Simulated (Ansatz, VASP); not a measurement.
**One calculation of Mg5Be4ZnTe8Se2, two programs**

```
Be Mg Zn Se Te
1.0
     2.97028    2.99838    5.90325
    -2.99783   -2.96923    5.90243
     9.25809   -6.27301    2.91631
Be Mg Zn Se Te
4 5 1 2 8
Direct
  0.39873 0.00533 0.21431
  0.30207 0.48865 0.37468
  0.80125 0.98816 0.37628
  0.89763 0.50488 0.21762
  0.20152 0.99106 0.58033
  0.10025 0.49608 0.79707
  0.60038 0.99825 0.79580
  0.97531 0.99385 0.04055
  0.47749 0.49254 0.03155
  0.71037 0.49698 0.57546
  0.74470 0.85896 0.22570
  0.25010 0.35771 0.22244
  0.60654 0.88127 0.57061
  0.50052 0.39705 0.79454
  0.99134 0.89415 0.80921
  0.38348 0.89508 0.02532
  0.67141 0.35987 0.37964
  0.17149 0.85656 0.37119
  0.09742 0.39134 0.56997
  0.88171 0.39494 0.02866
```

Alike in both runs: task single point; functional PBE; k mesh 4 × 4 × 2; occupations gaussian, width 0.02 eV; no spin polarisation.

|  | VASP | Ansatz |
| --- | --- | --- |
| version | VASP 6.6.1 | Ansatz 0.2.0 |
| potentials or method | VASP PAW PBE potentials, release 64 (Be, Mg, Zn, Se, Te), cutoff 520 eV | scalar-relativistic, plane waves, PAW |
| valence electrons in the cell | 90 | 230 |

Ansatz gave:

```
gap on the k mesh at the Fermi level (eV) : 1.66
least direct gap on the mesh (eV)         : 1.66
pressure (GPa)                            : 0.0
rms of the force components (eV/Å)        : 0.007
```

What did VASP give for the same quantities?

gap on the k mesh at the Fermi level (eV): 1.65; least direct gap on the mesh (eV): 1.65; pressure (GPa): 0.0; rms of the force components (eV/Å): 0.010.

Atom by atom the forces differ by 0.006 eV/Å (rms over components). With one functional, cell and mesh, what is left measures potentials, basis and numerics. VASP's potentials hold 90 valence electrons a cell and Ansatz's 230, so a difference there can come from the potentials and not from the codes.

Spin-orbit coupling is off throughout.
